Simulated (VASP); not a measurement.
# NaCl in VASP: further runs, part 2 of 2

VASP 6.6.1.

## 3. Relaxation of cell and atoms, PBEsol

This run uses another cell than the first one, of 22.19 Å³/atom.

File INCAR:

```
PREC = Accurate
ENCUT = 600
EDIFF = 1E-7
ISMEAR = -1
SIGMA = 0.08
LREAL = False
LASPH = True
NELM = 80
ALGO = Normal
ISIF = 3
LWAVE = False
LCHARG = False
GGA = PS
IBRION = 2
NSW = 100
EDIFFG = -0.002
```

File KPOINTS:

```
regular mesh
0
Gamma
  10 10 10
```

File POSCAR:

```
NaCl
1.0
    0.0000000000      2.8100000000      2.8100000000
    2.8100000000      0.0000000000      2.8100000000
    2.8100000000      2.8100000000      0.0000000000
Na Cl
1 1
Direct
    0.0000000000      0.0000000000      0.0000000000
    0.5000000000      0.5000000000      0.5000000000
```

Potentials or basis: VASP PAW PBE potentials, release 64 (Na_pv, Cl).

Run with:

```bash
$ cat potpaw_PBE.64/Na_pv/POTCAR potpaw_PBE.64/Cl/POTCAR > POTCAR
$ mpirun -np 1 vasp_std > vasp.out
```

OUTCAR:

```text
PREC = Accurate
   ENCUT = 600
   EDIFF = 1E-7
   ISMEAR = -1
   LREAL = False
   LASPH = True
   NELM = 80
   ISIF = 3
   GGA = PS
   IBRION = 2
   NSW = 100
   EDIFFG = -0.002

 ion  position               nearest neighbor table
   1  0.000  0.000  0.000-
   2  0.500  0.500  0.500-

  LATTYP: Found a face centered cubic cell.
 ALAT       =     5.6200000000

  Lattice vectors:

 A1 = (   0.0000000000,   2.8100000000,   2.8100000000)
 A2 = (   2.8100000000,   0.0000000000,   2.8100000000)
 A3 = (   2.8100000000,   2.8100000000,   0.0000000000)

Analysis of symmetry for initial positions (statically):
=====================================================================
 Subroutine PRICEL returns:
 Original cell was already a primitive cell.

 Routine SETGRP: Setting up the symmetry group for a
 face centered cubic supercell.

 Subroutine GETGRP returns: Found 48 space group operations
 (whereof 48 operations were pure point group operations)
 out of a pool of 48 trial point group operations.

The static configuration has the point symmetry O_h .

Analysis of symmetry for dynamics (positions and initial velocities):
=====================================================================
 Subroutine PRICEL returns:
 Original cell was already a primitive cell.

 Routine SETGRP: Setting up the symmetry group for a
 face centered cubic supercell.

 Subroutine GETGRP returns: Found 48 space group operations
 (whereof 48 operations were pure point group operations)
 out of a pool of 48 trial point group operations.

The dynamic configuration has the point symmetry O_h .

 Subroutine INISYM returns: Found 48 space group operations
 (whereof 48 operations are pure point group operations),
[... 128 lines left out ...]
 non-spin polarized calculation
  energy-cutoff  :      600.00
  volume of cell :       44.38
 maximum number of plane-waves:      1494
   NGX = 15   NGY = 15   NGZ = 15

--------------------------------------- Ionic step        1  -------------------------------------------

 number of electron      14.0000007 magnetization

 Free energy of the ion-electron system (eV)
  ---------------------------------------------------
  ext. energy  EPLUGINS =         0.00000000
  ---------------------------------------------------
  free energy    TOTEN  =        -6.99847811 eV

  energy without entropy =       -6.99847811  energy(sigma->0) =       -6.99847811

------------------------ aborting loop because EDIFF is reached ----------------------------------------

  FORCE on cell =-STRESS in cart. coord.  units (eV):
  Direction    XX          YY          ZZ          XY          YZ          ZX
  --------------------------------------------------------------------------------------
  -------------------------------------------------------------------------------------
  Total       -0.0555373     -0.0555373     -0.0555373     -0.0000000      0.0000000     -0.0000000
  in kB       -2.0051468     -2.0051468     -2.0051468     -0.0000000      0.0000000     -0.0000000
  external PRESSURE =      -2.0051468 kB  Pullay stress =       0.0000000 kB
[... 95 lines left out ...]
--------------------------------------- Ionic step        4  -------------------------------------------

 number of electron      14.0000009 magnetization

 Free energy of the ion-electron system (eV)
  ---------------------------------------------------
  ext. energy  EPLUGINS =         0.00000000
  ---------------------------------------------------
  free energy    TOTEN  =        -6.99870079 eV

  energy without entropy =       -6.99870079  energy(sigma->0) =       -6.99870079

 E-fermi :   1.0648     XC(G=0):  -8.4150

 val. band max:       -0.6775330905   @ k =   0.0000   0.0000   0.0000
 cond. band min:       4.3229265632   @ k =   0.0000   0.0000   0.0000
 fundamental gap:      5.0004596537
 Fermi energy:         1.0647831701

 k-point     1 :       0.0000    0.0000    0.0000
  band No.  band energies     occupation
      1     -21.2944      2.00000
      2     -21.2944      2.00000
      3     -21.2944      2.00000
      4     -13.3644      2.00000
      5      -0.6775      2.00000
      6      -0.6775      2.00000
      7      -0.6775      2.00000
      8       4.3229      0.00000
      9      10.3379      0.00000
     10      10.3379      0.00000
     11      10.3379      0.00000
[... 309 lines left out ...]
 k-point    24 :       0.4000    0.3000    0.0000
  band No.  band energies     occupation
      1     -21.3149      2.00000
      2     -21.3021      2.00000
      3     -21.3013      2.00000
      4     -13.0189      2.00000
      5      -2.2229      2.00000
      6      -1.2580      2.00000
      7      -1.1758      2.00000
      8       7.0842      0.00000
      9       7.7505      0.00000
     10       9.6820      0.00000
     11      12.3560      0.00000

 [... further k-points ...]

------------------------ aborting loop because EDIFF is reached ----------------------------------------

  FORCE on cell =-STRESS in cart. coord.  units (eV):
  Direction    XX          YY          ZZ          XY          YZ          ZX
  --------------------------------------------------------------------------------------
  -------------------------------------------------------------------------------------
  Total        0.0009377      0.0009377      0.0009377      0.0000000      0.0000000     -0.0000000
  in kB        0.0341208      0.0341208      0.0341208      0.0000000      0.0000000     -0.0000000
  external PRESSURE =       0.0341208 kB  Pullay stress =       0.0000000 kB
[... 17 lines left out ...]
  FREE ENERGIE OF THE ION-ELECTRON SYSTEM (eV)
  ---------------------------------------------------
  free  energy   TOTEN  =        -6.9987007926 eV

  energy  without entropy=       -6.9987007925  energy(sigma->0) =       -6.99870079

 reached required accuracy - stopping structural energy minimisation
```

OSZICAR:

```text
N       E                     dE             d eps       ncg     rms          rms(c)
DAV:   1     0.996086891156E+02    0.99609E+02   -0.79575E+03  1034   0.141E+03
DAV:   2     0.169489748865E+01   -0.97914E+02   -0.92150E+02  1156   0.295E+02
[... 28 lines left out ...]
   3 F= -.69986969E+01 E0= -.69986969E+01  d E =-.218778E-03
       N       E                     dE             d eps       ncg     rms          rms(c)
DAV:   1    -0.699877998422E+01   -0.83166E-04   -0.18102E-03  1169   0.665E-01    0.580E-02
DAV:   2    -0.699871120991E+01    0.68774E-04   -0.11173E-04  1166   0.116E-01    0.234E-02
DAV:   3    -0.699870053171E+01    0.10678E-04   -0.26937E-05  1178   0.607E-02    0.110E-02
DAV:   4    -0.699870079865E+01   -0.26694E-06   -0.82486E-07  1420   0.120E-02    0.922E-04
DAV:   5    -0.699870079261E+01    0.60368E-08   -0.86672E-08   544   0.303E-03
   4 F= -.69987008E+01 E0= -.69987008E+01  d E =-.222683E-03
```

Wall time 34 s (1 thread of Intel Xeon Platinum 8488C (Sapphire Rapids), shared host); peak memory 0.18 GiB.

What came out:

| Quantity | Value |
| --- | --- |
| Free energy | -6.9987 eV |
| Relaxed volume | 22.01 Å³/atom |
| Relaxed cell | a = 3.964 Å, b = 3.964 Å, c = 3.964 Å, α = 60.00°, β = 60.00°, γ = 60.00° |
| Space group after relaxing (to 0.1 Å) | Fm-3m (No. 225) |
| Energy gained by relaxing | 0.1 meV/atom |
| Ionic steps | 4 |
| Pressure after relaxing | 0.0 GPa |
| Band gap on the k mesh | 5.00 eV |

The path:
```
step  energy change (eV)  largest force (eV/Å)  pressure (GPa)  volume (Å³)
   1              0.0000                0.0000           -0.20        44.38
   2             -0.0002                0.0000           -0.10        44.20
   3             -0.0002                0.0000           -0.02        44.07
   4             -0.0002                0.0000            0.00        44.03
```

Final structure:
```yaml
crystal:
  lattice:
    - [0.00000, 2.80268, 2.80268]
    - [2.80268, 0.00000, 2.80268]
    - [2.80268, 2.80268, 0.00000]
  atoms:
    - { symbol: Na, position: [0.00000, 0.00000, 0.00000] }
    - { symbol: Cl, position: [0.50000, 0.50000, 0.50000] }
```

Levels at points of the mesh, in eV from the valence-band top:
```tsv
k point	band 5	band 6	band 7	band 8	band 9	band 10
(0.00, 0.00, 0.00)	0.00	0.00	0.00	5.00	11.02	11.02
(0.50, 0.00, 0.00)	-2.03	-0.28	-0.28	7.11	10.65	10.91
(0.50, 0.50, 0.00)	-1.75	-0.63	-0.63	7.49	7.87	11.26
```

Caveat: the PAW data sets were made with another functional, which shifts forces and pressure a little.
